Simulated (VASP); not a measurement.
# ZnS (P6_3mc) in VASP: a series of runs

ZnS is run at these levels: PBE; tasks: single point.

Everything below comes from runs of VASP 6.6.1. Logs are shortened: lines on timing, memory, paths and dates and some standing lists are left out, and cuts for length are marked.

### 1 The cell of the first run

The structure is hexagonal, space group P6_3mc (No. 186). Conventional cell: a = 3.688 Å, b = 3.688 Å, c = 6.852 Å, α = 90.00°, β = 90.00°, γ = 120.00°. Zn (site symmetry 3m) has 4 S at 2.21 to 2.84 Å within 2.9 Å. S (site symmetry 3m) has 4 Zn at 2.21 to 2.84 Å within 2.9 Å.

### 2 Single point, PBE

Input file INCAR:

```
SYSTEM = ZnS
ALGO = Normal
EDIFF = 1E-6
ENCUT = 520
GGA = PE
ISIF = 2
ISMEAR = 0
LASPH = .True.
LCHARG = .False.
LREAL = .False.
LWAVE = .False.
NBANDS = 26
NELM = 80
PREC = Accurate
SIGMA = 0.05
```

Input file KPOINTS:

```
k-points
0
Gamma
  9 9 4
  0 0 0
```

Input file POSCAR:

```
ZnS
1.0
    3.6884088784      0.0000000000      0.0000000000
   -1.8442044392      3.1942557882      0.0000000000
    0.0000000000      0.0000000000      6.8523260142
Zn S
2 2
Direct
    0.3333333333      0.6666666667      0.0052003725
    0.6666666667      0.3333333333      0.5052003725
    0.3333333333      0.6666666667      0.4194587200
    0.6666666667      0.3333333333      0.9194587200
```

Potentials or basis: VASP PAW PBE potentials, release 64 (Zn, S).

On the command line:

```bash
cat potpaw_PBE.64/Zn/POTCAR potpaw_PBE.64/S/POTCAR > POTCAR
mpirun -np 1 vasp_std > vasp.out
```

OUTCAR:

```text
SYSTEM = ZnS
   EDIFF = 1E-6
   ENCUT = 520
   GGA = PE
   ISIF = 2
   ISMEAR = 0
   LASPH = .True.
   LREAL = .False.
   NELM = 80
   PREC = Accurate

 ion  position               nearest neighbor table
   1  0.333  0.667  0.005-   4 2.21   4 2.21   4 2.21   3 2.84
   2  0.667  0.333  0.505-   3 2.21   3 2.21   3 2.21   4 2.84
   3  0.333  0.667  0.419-   2 2.21   2 2.21   2 2.21   1 2.84
   4  0.667  0.333  0.919-   1 2.21   1 2.21   1 2.21   2 2.84

  LATTYP: Found a hexagonal cell.
 ALAT       =     3.6884088784
 C/A-ratio  =     1.8578000000

  Lattice vectors:

 A1 = (   3.6884088784,   0.0000000000,   0.0000000000)
 A2 = (  -1.8442044392,   3.1942557882,   0.0000000000)
 A3 = (   0.0000000000,   0.0000000000,   6.8523260142)

Analysis of symmetry for initial positions (statically):
=====================================================================
 Subroutine PRICEL returns:
 Original cell was already a primitive cell.

 Routine SETGRP: Setting up the symmetry group for a
 hexagonal supercell.

 Subroutine GETGRP returns: Found 12 space group operations
 (whereof  6 operations were pure point group operations)
 out of a pool of 24 trial point group operations.

The static configuration has the point symmetry C_3v.
 The point group associated with its full space group is C_6v.

Analysis of symmetry for dynamics (positions and initial velocities):
=====================================================================
 Subroutine PRICEL returns:
 Original cell was already a primitive cell.

 Routine SETGRP: Setting up the symmetry group for a
 hexagonal supercell.

 Subroutine GETGRP returns: Found 12 space group operations
 (whereof  6 operations were pure point group operations)
 out of a pool of 24 trial point group operations.

The dynamic configuration has the point symmetry C_3v.
 The point group associated with its full space group is C_6v.

 Subroutine INISYM returns: Found 12 space group operations
 (whereof  6 operations are pure point group operations),
 and found     1 'primitive' translations

----------------------------------------------------------------------------------------

                                     Primitive cell

  volume of cell :      80.7322

  direct lattice vectors                    reciprocal lattice vectors
     3.688408878  0.000000000  0.000000000     0.271119616  0.156530983  0.000000000
    -1.844204439  3.194255788  0.000000000     0.000000000  0.313061967  0.000000000
     0.000000000  0.000000000  6.852326014     0.000000000  0.000000000  0.145935847

  length of vectors
     3.688408878  3.688408878  6.852326014     0.313061967  0.313061967  0.145935847

  position of ions in fractional coordinates (direct lattice)
     0.333333333  0.666666667  0.005200372
     0.666666667  0.333333333  0.505200372
     0.333333333  0.666666667  0.419458720
     0.666666667  0.333333333  0.919458720

  ion indices of the primitive-cell ions
   primitive index   ion index
                 1           1
                 2           2
                 3           3
                 4           4

----------------------------------------------------------------------------------------

 KPOINTS: k-points

Automatic generation of k-mesh.
 Grid dimensions read from file:
 generate k-points for:    9    9    4

 Generating k-lattice:

  Cartesian coordinates                     Fractional coordinates (reciprocal lattice)
     0.030124402  0.017392331  0.000000000     0.111111111  0.000000000  0.000000000
     0.000000000  0.034784663  0.000000000     0.000000000  0.111111111  0.000000000
     0.000000000  0.000000000  0.036483962     0.000000000  0.000000000  0.250000000

  Length of vectors
     0.034784663  0.034784663  0.036483962

  Shift w.r.t. Gamma in fractional coordinates (k-lattice)
     0.000000000  0.000000000  0.000000000

 Subroutine IBZKPT returns following result:
 ===========================================

 Found     36 irreducible k-points:

 Following reciprocal coordinates:
            Coordinates               Weight
  0.000000  0.000000  0.000000      1.000000
  0.111111 -0.000000  0.000000      6.000000
  0.222222 -0.000000  0.000000      6.000000
  0.333333 -0.000000  0.000000      6.000000
  0.444444 -0.000000  0.000000      6.000000
  0.111111  0.111111  0.000000      6.000000
[... 16 lines left out ...]
  0.333333  0.222222  0.250000     24.000000
  0.333333  0.333333  0.250000      4.000000
 [... further k-points ...]
   k-points           NKPTS =     36   k-points in BZ     NKDIM =     36   number of bands    NBANDS=     26
   number of dos      NEDOS =    301   number of ions     NIONS =      4
   total plane-waves  NPLWV =  42336
   dimension x,y,z NGX =    28 NGY =   28 NGZ =   54
   dimension x,y,z NGXF=    56 NGYF=   56 NGZF=  108
   ions per type =               2   2
   NGX,Y,Z   is equivalent  to a cutoff of  12.62, 12.62, 13.10 a.u.
[... 65 lines left out ...]
 Fermi energy:         2.2475460676

 k-point     1 :       0.0000    0.0000    0.0000
  band No.  band energies     occupation
      1     -11.3407      2.00000
      2     -10.8186      2.00000
      3      -4.7378      2.00000
      4      -4.7378      2.00000
      5      -4.7223      2.00000
      6      -4.7223      2.00000
[... 18 lines left out ...]
     25       9.4212      0.00000
     26      10.2154      0.00000

 k-point     2 :       0.1111   -0.0000    0.0000
  band No.  band energies     occupation
      1     -11.2460      2.00000
      2     -10.7425      2.00000
      3      -4.7455      2.00000
      4      -4.7215      2.00000
      5      -4.7053      2.00000
      6      -4.6881      2.00000
[... 18 lines left out ...]
     25       9.8679      0.00000
     26       9.8838      0.00000

 k-point     3 :       0.2222   -0.0000    0.0000
  band No.  band energies     occupation
      1     -10.9871      2.00000
      2     -10.5432      2.00000
      3      -4.7480      2.00000
      4      -4.6991      2.00000
      5      -4.6218      2.00000
      6      -4.5985      2.00000
[... 18 lines left out ...]
     25      10.1237      0.00000
     26      10.3613      0.00000

 k-point     4 :       0.3333   -0.0000    0.0000
  band No.  band energies     occupation
      1     -10.6467      2.00000
      2     -10.3088      2.00000
      3      -4.6992      2.00000
      4      -4.6293      2.00000
      5      -4.5283      2.00000
      6      -4.4916      2.00000
[... 18 lines left out ...]
     25      10.7087      0.00000
     26      11.8901      0.00000

 k-point     5 :       0.4444   -0.0000    0.0000
  band No.  band energies     occupation
      1     -10.3763      2.00000
      2     -10.1655      2.00000
      3      -4.6152      2.00000
      4      -4.5494      2.00000
      5      -4.4721      2.00000
      6      -4.4206      2.00000
[... 18 lines left out ...]
     25      10.6935      0.00000
     26      12.8634      0.00000

 k-point     6 :       0.1111    0.1111    0.0000
  band No.  band energies     occupation
      1     -11.0689      2.00000
      2     -10.6045      2.00000
      3      -4.7461      2.00000
      4      -4.7088      2.00000
      5      -4.6493      2.00000
      6      -4.6274      2.00000
[... 427 lines left out ...]
 k-point    21 :       0.4444    0.1111    0.2500
  band No.  band energies     occupation
      1     -10.2736      2.00000
      2     -10.1580      2.00000
      3      -4.5589      2.00000
      4      -4.5021      2.00000
      5      -4.4573      2.00000
      6      -4.4134      2.00000
[... 18 lines left out ...]
     25      11.1074      0.00000
     26      12.4294      0.00000

 k-point    22 :       0.2222    0.2222    0.2500
  band No.  band energies     occupation
      1     -10.4423      2.00000
      2     -10.2507      2.00000
      3      -4.5828      2.00000
      4      -4.5435      2.00000
      5      -4.5046      2.00000
      6      -4.4568      2.00000
[... 18 lines left out ...]
     25      10.1625      0.00000
     26      11.4549      0.00000

 k-point    23 :       0.3333    0.2222    0.2500
  band No.  band energies     occupation
      1     -10.2327      2.00000
      2     -10.1363      2.00000
      3      -4.4889      2.00000
      4      -4.4402      2.00000
      5      -4.4051      2.00000
      6      -4.3880      2.00000
[... 18 lines left out ...]
     25      11.3428      0.00000
     26      11.7507      0.00000

 k-point    24 :       0.3333    0.3333    0.2500
  band No.  band energies     occupation
      1     -10.1289      2.00000
      2     -10.1289      2.00000
      3      -4.4734      2.00000
      4      -4.3897      2.00000
      5      -4.3141      2.00000
      6      -4.3141      2.00000
[... 18 lines left out ...]
     25      12.0639      0.00000
     26      12.0864      0.00000

 [... further k-points ...]

------------------------ aborting loop because EDIFF is reached ----------------------------------------

  FORCE on cell =-STRESS in cart. coord.  units (eV):
  Direction    XX          YY          ZZ          XY          YZ          ZX
  --------------------------------------------------------------------------------------
  -------------------------------------------------------------------------------------
  Total        6.1581574      6.1581574     -1.6785366      0.0000000     -0.0000000      0.0000000
  in kB      122.2122105    122.2122105    -33.3115340      0.0000000     -0.0000000      0.0000000
  external PRESSURE =      70.3709623 kB  Pullay stress =       0.0000000 kB

 VOLUME and BASIS-vectors are now :
 -----------------------------------------------------------------------------
  energy-cutoff  :      520.00
  volume of cell :       80.73
      direct lattice vectors                 reciprocal lattice vectors
     3.688408878  0.000000000  0.000000000     0.271119616  0.156530983  0.000000000
    -1.844204439  3.194255788  0.000000000     0.000000000  0.313061967  0.000000000
     0.000000000  0.000000000  6.852326014     0.000000000  0.000000000  0.145935847

 POSITION                                       TOTAL-FORCE (eV/Angst)
 -----------------------------------------------------------------------------------
     -0.00000      2.12950      0.03563        -0.000000     -0.000000      0.802936
      1.84420      1.06475      3.46180         0.000000      0.000000      0.802936
     -0.00000      2.12950      2.87427         0.000000     -0.000000     -0.802936
      1.84420      1.06475      6.30043         0.000000     -0.000000     -0.802936
 -----------------------------------------------------------------------------------
    total drift:                               -0.000001     -0.000001      0.000477

  FREE ENERGIE OF THE ION-ELECTRON SYSTEM (eV)
  ---------------------------------------------------
  free  energy   TOTEN  =       -13.0381083951 eV

  energy  without entropy=      -13.0381083951  energy(sigma->0) =      -13.03810840
```

Run time: 2.1 min. Hardware: 1 thread of AMD EPYC 7R13, shared host; peak memory 0.2 GiB.

Results:

```
Free energy            : -13.0381 eV
Pressure               : 7.0 GPa
Largest force          : 0.803 eV/Å
Band gap on the k mesh : 2.22 eV
```

Forces in eV/Å, atoms in the order of the input:
```
Zn   0.000  0.000  0.803
Zn   0.000  0.000  0.803
S    0.000  0.000 -0.803
S    0.000  0.000 -0.803
```

Stress tensor (GPa, compression positive):
```
12.22  0.00  0.00
 0.00 12.22  0.00
 0.00  0.00 -3.33
```

Caveat: the cell stands under pressure.

### 3 Single point, PBE

This run uses another cell than the first one, of the same volume but with other edges.

Input file INCAR:

```
ALGO = Normal
EDIFF = 1E-6
ENCUT = 520
GGA = PE
ISIF = 2
ISMEAR = 0
LASPH = T
LCHARG = F
LREAL = F
LWAVE = F
NBANDS = 26
NELM = 60
PREC = Accurate
SIGMA = 0.05
```

Input file KPOINTS:

```
k-points
0
Gamma
  9 9 4
```

Input file POSCAR:

```
ZnS
1.0
    3.7637158910      0.0000000000      0.0000000000
   -1.8818579455      3.2594735743      0.0000000000
    0.0000000000      0.0000000000      6.5808572354
Zn S
2 2
Direct
    0.3333333333      0.6666666667      0.0052003725
    0.6666666667      0.3333333333      0.5052003725
    0.3333333333      0.6666666667      0.3797996275
    0.6666666667      0.3333333333      0.8797996275
```

Potentials or basis: VASP PAW PBE potentials, release 64 (Zn, S).

On the command line:

```bash
cat potpaw_PBE.64/Zn/POTCAR potpaw_PBE.64/S/POTCAR > POTCAR
mpirun -np 1 vasp_std > vasp.out
```

Run time: 2 min. Hardware: 1 thread of AMD EPYC 7R13, shared host; peak memory 0.19 GiB.

Results (log left out):

- Free energy: -13.6082 eV
- Pressure: 0.6 GPa
- Largest force: 0.271 eV/Å
- Band gap on the k mesh: 1.90 eV

Forces on the atoms (eV/Å):
```
Zn   0.000  0.000  0.271
Zn   0.000  0.000  0.271
S    0.000  0.000 -0.271
S    0.000  0.000 -0.271
```

Stress tensor (GPa, compression positive):
```
 3.16  0.00  0.00
 0.00  3.16  0.00
 0.00  0.00 -4.54
```

Levels at points of the mesh, in eV from the valence-band top:
```tsv
k point	band 16	band 17	band 18	band 19	band 20	band 21
(0.00, 0.00, 0.00)	-0.33	0.00	0.00	1.90	3.42	6.00
(0.00, 0.00, 0.50)	-0.36	-0.36	-0.36	3.62	3.62	6.35
```

### 4 Single point, PBE

This run uses another cell than the first one, of the same volume but with other edges.

Input file INCAR:

```
SYSTEM = ZnS
ALGO     = Normal         ! electronic algorithm
EDIFF    = 1E-6           ! SCF threshold, eV
ENCUT    = 520            ! plane-wave cutoff, eV
GGA      = PE             ! functional
ISIF     = 2              ! what is computed and relaxed
ISMEAR   = 0              ! smearing method
LASPH    = .True.         ! aspherical terms in the spheres
LCHARG   = .False.        ! write CHGCAR
LREAL    = .False.        ! projectors in reciprocal space
LWAVE    = .False.        ! write WAVECAR
NBANDS   = 26             ! bands
NELM     = 60             ! most SCF steps
PREC     = Accurate       ! precision mode
SIGMA    = 0.05           ! smearing width, eV
```

Input file KPOINTS:

```
k-points
0
Gamma
  9 9 4
  0 0 0
```

Input file POSCAR:

```
ZnS
1.0
    3.9350570224      0.0000000000      0.0000000000
   -1.9675285112      3.4078593468      0.0000000000
    0.0000000000      0.0000000000      6.0202437386
Zn S
2 2
Direct
    0.3333333333      0.6666666667      0.0052003725
    0.6666666667      0.3333333333      0.5052003725
    0.3333333333      0.6666666667      0.3533549446
    0.6666666667      0.3333333333      0.8533549446
```

On the command line:

```bash
cat potpaw_PBE.64/Zn/POTCAR potpaw_PBE.64/S/POTCAR > POTCAR
mpirun -np 1 vasp_std > vasp.out
```

Run time: 1.8 min. Hardware: 1 thread of AMD EPYC 7R13, shared host; peak memory 0.2 GiB.

Results (log left out):

```
Free energy            : -13.1502 eV
Pressure               : 3.8 GPa
Largest force          : 2.379 eV/Å
Band gap on the k mesh : 2.13 eV
```

Forces on the atoms (eV/Å):
```
Zn   0.000  0.000 -2.379
Zn   0.000  0.000 -2.379
S    0.000  0.000  2.379
S    0.000  0.000  2.379
```

Stress tensor (GPa, compression positive):
```
-3.75  0.00  0.00
 0.00 -3.75  0.00
 0.00  0.00 18.93
```

Levels at points of the mesh, in eV from the valence-band top:
```tsv
k point	band 16	band 17	band 18	band 19	band 20	band 21
(0.00, 0.00, 0.00)	-0.18	0.00	0.00	2.13	2.88	6.05
(0.00, 0.00, 0.50)	-0.64	-0.64	-0.64	3.40	3.40	6.58
```

Caveat: the cell stands under pressure; forces of over 1 eV/Å act on the atoms, so gaps and moduli don't describe the material at rest.

### 5 Single point, PBE

This run uses another cell than the first one, of the same volume but with other edges.

Input file INCAR:

```
  PREC = Accurate
  ENCUT = 520
  EDIFF = 1E-6
  ISMEAR = 0
  SIGMA = 0.05
  LREAL = F
  LASPH = T
  NELM = 80
  ALGO = Normal
  ISIF = 2
  LWAVE = F
  LCHARG = F
  GGA = PE
  NBANDS = 26
```

Input file KPOINTS:

```
Automatic mesh
0
Gamma
  9 9 4
```

Input file POSCAR:

```
ZnS
1.0
    3.7637158910      0.0000000000      0.0000000000
   -1.8818579455      3.2594735743      0.0000000000
    0.0000000000      0.0000000000      6.5808572354
Zn S
2 2
Direct
    0.3333333333      0.6666666667      0.0052003725
    0.6666666667      0.3333333333      0.5052003725
    0.3333333333      0.6666666667      0.3533549446
    0.6666666667      0.3333333333      0.8533549446
```

On the command line:

```bash
cat potpaw_PBE.64/Zn/POTCAR potpaw_PBE.64/S/POTCAR > POTCAR
mpirun -np 1 vasp_std > vasp.out
```

Wall time 1.8 min (1 thread of AMD EPYC 7R13, shared host); peak memory 0.19 GiB.

Results (log left out):

| Item | Value |
| --- | --- |
| Free energy | -13.5606 eV |
| Pressure | -0.2 GPa |
| Largest force | 0.653 eV/Å |
| Band gap on the k mesh | 1.72 eV |

Forces on the atoms (eV/Å):
```
Zn   0.000  0.000 -0.653
Zn   0.000  0.000 -0.653
S    0.000  0.000  0.653
S    0.000  0.000  0.653
```

Stress tensor (GPa, compression positive):
```
 0.72  0.00  0.00
 0.00  0.72  0.00
 0.00  0.00 -2.04
```

Levels at points of the mesh, in eV from the valence-band top:
| k point | band 14 | band 15 | band 16 | band 17 | band 18 | band 19 | band 20 | band 21 | band 22 | band 23 |
| --- | --- | --- | --- | --- | --- | --- | --- | --- | --- | --- |
| (0.00, 0.00, 0.00) | -0.82 | -0.82 | -0.64 | 0.00 | 0.00 | 1.72 | 3.63 | 6.11 | 6.52 | 6.52 |
| (0.00, 0.00, 0.50) | -3.40 | -0.43 | -0.43 | -0.43 | -0.43 | 3.68 | 3.68 | 6.37 | 6.37 | 7.01 |

### 6 Summary

| cell | gap on the mesh (eV) | pressure (GPa) | largest force (eV/Å) |
| --- | --- | --- | --- |
| a = 3.688, b = 3.688, c = 6.852 Å, angles 90.0, 90.0, 120.0°, 4 atoms, atomic positions A | 2.22 | 7.0 | 0.80 |
| a = 3.764, b = 3.764, c = 6.581 Å, angles 90.0, 90.0, 120.0°, 4 atoms, atomic positions B | 1.90 | 0.6 | 0.27 |
| a = 3.935, b = 3.935, c = 6.020 Å, angles 90.0, 90.0, 120.0°, 4 atoms, atomic positions C | 2.13 | 3.8 | 2.38 |
| a = 3.764, b = 3.764, c = 6.581 Å, angles 90.0, 90.0, 120.0°, 4 atoms, atomic positions C | 1.72 | -0.2 | 0.65 |

Alike in all rows: task single point; level PBE; potentials or basis VASP PAW PBE potentials, release 64 (Zn, S); no spin polarisation; k mesh 9 × 9 × 4; cutoff (eV) 520; smearing gaussian 0.05 eV.

Caveats: the cell stands under pressure (at least some runs); forces of over 1 eV/Å act on the atoms, so gaps and moduli don't describe the material at rest (at least some runs).

Total energies depend on the potentials used, so only differences within one code and one set of settings carry meaning.
